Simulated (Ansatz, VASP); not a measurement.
**RbSi2 in VASP and in Ansatz**

INCAR

```
SYSTEM = RbSi2
ALGO = Normal ; EDIFF = 1E-7
ENCUT = 520 ; GGA = PE
ISIF = 2 ; ISMEAR = 0
IVDW = 12 ; LASPH = .True.
LCHARG = .False. ; LREAL = .False.
LWAVE = .False. ; NBANDS = 16
NELM = 100 ; PREC = Accurate
SIGMA = 0.1
```

The input KPOINTS:

```
k-points
0
Gamma
  6 6 6
  0 0 0
```

POSCAR

```
RbSi2
1.0
   -2.1559826500      2.1559826500      5.5751384900
    2.1559826500     -2.1559826500      5.5751384900
    2.1559826500      2.1559826500     -5.5751384900
Rb Si
1 2
Direct
    0.0000000000      0.0000000000      0.0000000000
    0.3952878700      0.3952878700      0.0000000000
    0.6047121300      0.6047121300      0.0000000000
```

Input for Ansatz:

```yaml
crystal:
  lattice:
    - [-2.15598265, 2.15598265, 5.57513849]
    - [2.15598265, -2.15598265, 5.57513849]
    - [2.15598265, 2.15598265, -5.57513849]
  atoms:
    - { symbol: Rb, position: [0.0, 0.0, 0.0] }
    - { symbol: Si, position: [0.39528787, 0.39528787, 0.0] }
    - { symbol: Si, position: [0.60471213, 0.60471213, 0.0] }
basis:
  ecutwfc: 420
kpoints:
  mp_grid: { grid: [6, 6, 6] }
hamiltonian:
  xc: pbe
  dispersion: d3bj
scf:
  occupations: { method: gaussian, width: 0.1 }
  lower_state_search: "off"
output:
  forces: true
  stress: true
  eigenvalues: true
```

Alike in both runs: task single point; functional PBE; dispersion D3(BJ); k mesh 6 × 6 × 6; occupations gaussian, width 0.1 eV; no spin polarisation.

|  | VASP | Ansatz |
| --- | --- | --- |
| version | VASP 6.6.1 | Ansatz 0.2.0 |
| potentials or method | VASP PAW PBE potentials, release 64 (Rb_sv, Si), cutoff 520 eV | scalar-relativistic, plane waves, PAW |
| valence electrons in the cell | 17 | 17 |

|  | VASP | Ansatz | Ansatz less VASP |
| --- | --- | --- | --- |
| gap on the k mesh at the Fermi level (eV) | none | none | - |
| pressure (GPa) | 2.4 | 2.3 | -0.04 |
| traceless stress, the component that is largest in VASP (GPa) | -9.26 | -9.26 | -0.001 |
| rms of the force components (eV/Å) | 0.350 | 0.355 | +0.0051 |

Atom by atom the forces differ by 0.005 eV/Å (rms over components). A gap of «none» marks a metal or a gap that the smearing closes.
